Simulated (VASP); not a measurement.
# BaSrInSbO6 (Cm) in VASP: single point with PBE

Aim: the single point of BaSrInSbO6 with PBE.

Program: VASP 6.6.1. These are calculated values, not measurements. Logs are shortened: lines on timing, memory, paths and dates and some standing lists are left out, and cuts for length are marked.

## (1) The cell of the first run

Symmetry: Cm, No. 8, monoclinic system. Conventional cell: a = 10.181 Å, b = 5.878 Å, c = 5.878 Å, α = 90.00°, β = 125.26°, γ = 90.00°. Ba (site symmetry m) has 12 O at 2.92 to 2.96 Å and 4 Sb at 3.58 to 3.62 Å and 4 In at 3.59 to 3.61 Å within 3.8 Å. Sr (site symmetry m) has 12 O at 2.92 to 2.96 Å and 4 Sb at 3.58 to 3.62 Å and 4 In at 3.59 to 3.61 Å within 3.8 Å. In (site symmetry m) has 6 O at 2.03 to 2.28 Å within 2.7 Å. Sb (site symmetry m) has 6 O at 1.87 to 2.14 Å within 2.5 Å. Within 2.7 Å of O (site symmetry m) lie 1 Sb at 2.02 Å and 1 In at 2.14 Å. Within 2.6 Å of O (site symmetry m) lie 1 Sb at 1.98 Å and 1 In at 2.17 Å. O (site symmetry 1) has 1 In at 2.03 Å and 1 Sb at 2.14 Å within 2.7 Å. O (site symmetry 1) has 1 Sb at 1.87 Å and 1 In at 2.28 Å within 2.5 Å.

## (2) Single point, PBE (mode 27 (613.6 1/cm) frozen in, largest displacement -0.120 Å)

Input file INCAR:

```
SYSTEM = BaSrInSbO6
PREC = Accurate
ENCUT = 520
EDIFF = 1E-7
ISMEAR = 0
SIGMA = 0.05
LREAL = .FALSE.
LASPH = .TRUE.
NELM = 80
ALGO = Normal
ISIF = 2
LWAVE = .FALSE.
LCHARG = .FALSE.
GGA = PE
NBANDS = 48
```

Input file KPOINTS:

```
Automatic mesh
0
G
  6 6 6
  0 0 0
```

Input file POSCAR:

```
BaSrInSbO6
1.0
    0.0000000000      4.1564860908      4.1564860908
    4.1564860908      0.0000000000      4.1564860908
    4.1564860908      4.1564860908      0.0000000000
Ba Sr In Sb O
1 1 1 1 6
Direct
    0.2499251207      0.2500048185      0.2500048185
    0.7498004213      0.7500128429      0.7500128429
   -0.0017810273      0.0001146092      0.0001146092
    0.4960762873      0.5002524910      0.5002524910
    0.7388753511      0.2572220285      0.2572220285
    0.2572220285      0.7388443065      0.7388443065
    0.7528903050      0.7573297368      0.2431936873
    0.2712503696      0.2757251162      0.7248293525
    0.2712503696      0.7248293525      0.2757251162
    0.7528903050      0.2431936873      0.7573297368
```

Potentials or basis: VASP PAW PBE potentials, release 64 (Ba_sv, Sr_sv, In_d, Sb, O).

On the command line:

```
> cat potpaw_PBE.64/Ba_sv/POTCAR potpaw_PBE.64/Sr_sv/POTCAR potpaw_PBE.64/In_d/POTCAR potpaw_PBE.64/Sb/POTCAR potpaw_PBE.64/O/POTCAR > POTCAR
> mpirun -np 1 vasp_std > vasp.out
```

OUTCAR:

```text
SYSTEM = BaSrInSbO6
   PREC = Accurate
   ENCUT = 520
   EDIFF = 1E-7
   ISMEAR = 0
   LREAL = .FALSE.
   LASPH = .TRUE.
   NELM = 80
   ISIF = 2
   GGA = PE

 ion  position               nearest neighbor table
   1  0.250  0.250  0.250-   5 2.92  10 2.93   7 2.93   8 2.94   9 2.94   6 2.94   6 2.94  10 2.95
                             7 2.95   8 2.96   9 2.96   5 2.96   4 3.58   3 3.59   4 3.60   4 3.60
   2  0.750  0.750  0.750-   6 2.92   7 2.93  10 2.93   8 2.93   9 2.93   5 2.94   5 2.94   7 2.95
                            10 2.95   8 2.96   9 2.96   6 2.96   4 3.58   3 3.59   3 3.60   3 3.60
   3  0.998  0.000  0.000-   7 2.03  10 2.03   5 2.14   6 2.17   9 2.28   8 2.28   1 3.59   2 3.59
                             2 3.60   2 3.60   1 3.60   1 3.60   1 3.61   2 3.61
   4  0.496  0.500  0.500-   8 1.87   9 1.87   6 1.98   5 2.02   7 2.14  10 2.14   2 3.58   1 3.58
                             1 3.60   1 3.60   2 3.60   2 3.60   2 3.62   1 3.62
   5  0.739  0.257  0.257-   4 2.02   3 2.14   1 2.92   2 2.94   2 2.94   1 2.96
   6  0.257  0.739  0.739-   4 1.98   3 2.17   2 2.92   1 2.94   1 2.94   2 2.96
   7  0.753  0.757  0.243-   3 2.03   4 2.14   1 2.93   2 2.93   2 2.95   1 2.95
   8  0.271  0.276  0.725-   4 1.87   3 2.28   2 2.93   1 2.94   1 2.96   2 2.96
   9  0.271  0.725  0.276-   4 1.87   3 2.28   2 2.93   1 2.94   1 2.96   2 2.96
  10  0.753  0.243  0.757-   3 2.03   4 2.14   1 2.93   2 2.93   2 2.95   1 2.95

  LATTYP: Found a face centered cubic cell.
 ALAT       =     8.3129721816

  Lattice vectors:

 A1 = (   0.0000000000,   4.1564860908,   4.1564860908)
 A2 = (   4.1564860908,   0.0000000000,   4.1564860908)
 A3 = (   4.1564860908,   4.1564860908,   0.0000000000)

Analysis of symmetry for initial positions (statically):
=====================================================================
 Subroutine PRICEL returns:
 Original cell was already a primitive cell.

 Routine SETGRP: Setting up the symmetry group for a
 face centered cubic supercell.

 Subroutine GETGRP returns: Found  2 space group operations
 (whereof  2 operations were pure point group operations)
 out of a pool of 48 trial point group operations.

The static configuration has the point symmetry C_1h.

Analysis of symmetry for dynamics (positions and initial velocities):
=====================================================================
 Subroutine PRICEL returns:
 Original cell was already a primitive cell.

 Routine SETGRP: Setting up the symmetry group for a
 face centered cubic supercell.

 Subroutine GETGRP returns: Found  2 space group operations
 (whereof  2 operations were pure point group operations)
 out of a pool of 48 trial point group operations.
[... 130 lines left out ...]
   EMIN   =  10.00;   EMAX   =-10.00  energy-range for DOS
   EFERMI =   0.00;   METHOD = LEGACY
   ISMEAR =     0;   SIGMA  =   0.05  broadening in eV -4-tet -1-fermi 0-gaus
   EFERMI_NEDOS =   21; number of points for ismear=-14 and -15
   IALGO  =     38    algorithm
   IMIX   =      4    mixing-type and parameters
     AMIX     =   0.40;   BMIX     =  1.00
     AMIX_MAG =   1.60;   BMIX_MAG =  1.00
  volume/ion in A,a.u.               =      14.36        96.92
  Fermi-wavevector in a.u.,A,eV,Ry     =   1.312449  2.480169 23.436337  1.722522
  Thomas-Fermi vector in A             =   2.442840
   LORBIT       =      0    0 simple, 1 ext, 2 COOP (PROOUT), +10 PAW based schemes
   GGA     = PE    functional components
   LHFCALC =     F    Hartree Fock is set to
   AEXX    =    0.0000 exact exchange contribution
   IVDW    =     0    specifies the selected vdW correction
   LEPSILON=     F    determine dielectric tensor
   LRPA    =     F    only Hartree local field effects (RPA)
 non-spin polarized calculation
 Gauss-broadening in eV      SIGMA  =   0.05
  energy-cutoff  :      520.00
  volume of cell :      143.62
 maximum number of plane-waves:      3892
 NGX is ok and might be reduce to    48
   NGX = 21   NGY = 21   NGZ = 21

 number of electron      73.9999998 magnetization

 Free energy of the ion-electron system (eV)
  ---------------------------------------------------
  ext. energy  EPLUGINS =         0.00000000
  ---------------------------------------------------
  free energy    TOTEN  =       -60.28768569 eV

  energy without entropy =      -60.28768569  energy(sigma->0) =      -60.28768569

 E-fermi :   4.2755     XC(G=0): -10.6696

 val. band max:        4.0278899143   @ k =   0.0000   0.0000   0.0000
 cond. band min:       4.8756133838   @ k =   0.0000   0.0000   0.0000
 fundamental gap:      0.8477234694
 Fermi energy:         4.2755216515

 k-point     1 :       0.0000    0.0000    0.0000
  band No.  band energies     occupation
      1     -29.3852      2.00000
      2     -21.0005      2.00000
      3     -14.2550      2.00000
      4     -12.6753      2.00000
      5     -12.6354      2.00000
      6     -12.5931      2.00000
[... 1213 lines left out ...]
     47      11.8827      0.00000
     48      12.2462      0.00000

 [... further k-points ...]

------------------------ aborting loop because EDIFF is reached ----------------------------------------

  FORCE on cell =-STRESS in cart. coord.  units (eV):
  Direction    XX          YY          ZZ          XY          YZ          ZX
  --------------------------------------------------------------------------------------
  -------------------------------------------------------------------------------------
  Total        1.2501965      4.7540898      4.7540898      0.0277534     -0.4010615      0.0277533
  in kB       13.9469706     53.0357818     53.0357818      0.3096115     -4.4741710      0.3096111
  external PRESSURE =      40.0061780 kB  Pullay stress =       0.0000000 kB

 VOLUME and BASIS-vectors are now :
 -----------------------------------------------------------------------------
  energy-cutoff  :      520.00
  volume of cell :      143.62
      direct lattice vectors                 reciprocal lattice vectors
     0.000000000  4.156486091  4.156486091    -0.120293919  0.120293919  0.120293919
     4.156486091  0.000000000  4.156486091     0.120293919 -0.120293919  0.120293919
     4.156486091  4.156486091  0.000000000     0.120293919  0.120293919 -0.120293919

 POSITION                                       TOTAL-FORCE (eV/Angst)
 -----------------------------------------------------------------------------------
      2.07828      2.07795      2.07795        -0.003720      0.045585      0.045585
      6.23484      6.23395      6.23395        -0.014384      0.092361      0.092361
      0.00095      4.14956      4.14956        -0.164489      1.304947      1.304947
      4.15859      4.14123      4.14123        -0.383159      3.136779      3.136779
      2.13828      4.14026      4.14026         0.378337      0.354318      0.354318
      6.14199      4.14014      4.14014         0.395814      0.366788      0.366788
      4.15866      4.14021      6.27721        -0.045598      0.329782     -2.564496
      4.15879      4.14019      2.27350        -0.058601      0.422792     -3.488855
      4.15879      2.27350      4.14019        -0.058601     -3.488855      0.422792
      4.15866      6.27721      4.14021        -0.045598     -2.564496      0.329782
 -----------------------------------------------------------------------------------
    total drift:                                0.000086     -0.000354     -0.000354

  FREE ENERGIE OF THE ION-ELECTRON SYSTEM (eV)
  ---------------------------------------------------
  free  energy   TOTEN  =       -60.2876856945 eV

  energy  without entropy=      -60.2876856945  energy(sigma->0) =      -60.28768569
```

OSZICAR:

```text
N       E                     dE             d eps       ncg     rms          rms(c)
DAV:   1     0.815139526428E+03    0.81514E+03   -0.35017E+04  6536   0.164E+03
DAV:   2     0.363517509406E+02   -0.77879E+03   -0.73675E+03  7424   0.438E+02
DAV:   3    -0.637384390617E+02   -0.10009E+03   -0.98372E+02  7744   0.164E+02
DAV:   4    -0.700538724556E+02   -0.63154E+01   -0.62828E+01  9848   0.383E+01
DAV:   5    -0.702674641019E+02   -0.21359E+00   -0.21338E+00 10248   0.609E+00    0.231E+01
DAV:   6    -0.603509376890E+02    0.99165E+01   -0.45885E+01 10160   0.477E+01    0.153E+01
DAV:   7    -0.603718550624E+02   -0.20917E-01   -0.32143E+00  8056   0.804E+00    0.711E+00
DAV:   8    -0.602969661695E+02    0.74889E-01   -0.27713E-01  9312   0.309E+00    0.257E+00
DAV:   9    -0.602853116586E+02    0.11655E-01   -0.66048E-02 10904   0.239E+00    0.273E-01
DAV:  10    -0.602872126231E+02   -0.19010E-02   -0.10792E-02  8656   0.536E-01    0.245E-01
DAV:  11    -0.602876196769E+02   -0.40705E-03   -0.87985E-04  9864   0.204E-01    0.109E-01
DAV:  12    -0.602876794647E+02   -0.59788E-04   -0.14091E-04  9856   0.849E-02    0.465E-02
DAV:  13    -0.602876864593E+02   -0.69946E-05   -0.27586E-05  8184   0.296E-02    0.152E-02
DAV:  14    -0.602876857997E+02    0.65953E-06   -0.15107E-05 10280   0.209E-02    0.705E-03
DAV:  15    -0.602876856290E+02    0.17073E-06   -0.17404E-06  8432   0.823E-03    0.283E-03
DAV:  16    -0.602876856945E+02   -0.65535E-07   -0.56550E-07  7688   0.523E-03
   1 F= -.60287686E+02 E0= -.60287686E+02  d E =-.293734E-14
```

stdout:

```text
POSCAR found type information on POSCAR BaSrInSbO
 POSCAR found :  5 types and      10 ions
 scaLAPACK will be used
 LDA part: xc-table for (Slater+PW92), standard interpolation
 POSCAR, INCAR and KPOINTS ok, starting setup
 FFT: planning ... GRIDC
 FFT: planning ... GRID_SOFT
 FFT: planning ... GRID
 WAVECAR not read
 entering main loop
```

It took 22 min on 1 thread of AMD EPYC 7R13, shared host; peak memory 0.63 GiB.

Results:

| Property | Result |
| --- | --- |
| Free energy | -60.2877 eV |
| Pressure | 4.0 GPa |
| Largest force | 4.453 eV/Å |
| Band gap on the k mesh | 0.85 eV, direct |

Forces in eV/Å, atoms in the order of the input:
```
Ba  -0.004  0.046  0.046
Sr  -0.014  0.092  0.092
In  -0.164  1.305  1.305
Sb  -0.383  3.137  3.137
O    0.378  0.354  0.354
O    0.396  0.367  0.367
O   -0.046  0.330 -2.564
O   -0.059  0.423 -3.489
O   -0.059 -3.489  0.423
O   -0.046 -2.564  0.330
```

Caveat: the cell differs from its parent crystal (mode 27 (613.6 1/cm) frozen in, largest displacement -0.120 Å); spin-orbit coupling is left out, which moves the levels of the heavy elements; forces of over 1 eV/Å act on the atoms, so gaps and moduli don't describe the material at rest.
